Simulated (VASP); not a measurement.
Here is a VASP 6.6.1 calculation.

File INCAR:

```
PREC = Accurate ; ENCUT = 520
EDIFF = 1E-6 ; ISMEAR = -1
SIGMA = 0.1 ; LREAL = False
LASPH = True ; NELM = 80
ALGO = Normal ; ISIF = 2
LWAVE = False ; LCHARG = False
GGA = B5 ; ALDAX = 1.0
AGGAX = 1.0 ; AGGAC = 1.0
ALDAC = 0.0 ; NBANDS = 10
```

The input KPOINTS:

```
Automatic mesh
0
Gamma
  22 22 22
```

Contents of POSCAR:

```
Ir
1.0
    0.0000000000      1.9688422975      1.9688422975
    1.9688422975      0.0000000000      1.9688422975
    1.9688422975      1.9688422975      0.0000000000
Ir
1
Direct
    0.0000000000      0.0000000000      0.0000000000
```

Potentials or basis: VASP PAW PBE potentials, release 64 (Ir).

Command:

```sh
$ cat potpaw_PBE.64/Ir/POTCAR > POTCAR
$ mpirun -np 1 vasp_std > vasp.out
```

(1) What does it give for the pressure?

Answers

(1) 2.3 GPa.

Caveat: the PAW data sets were made with another functional, which shifts forces and pressure a little.
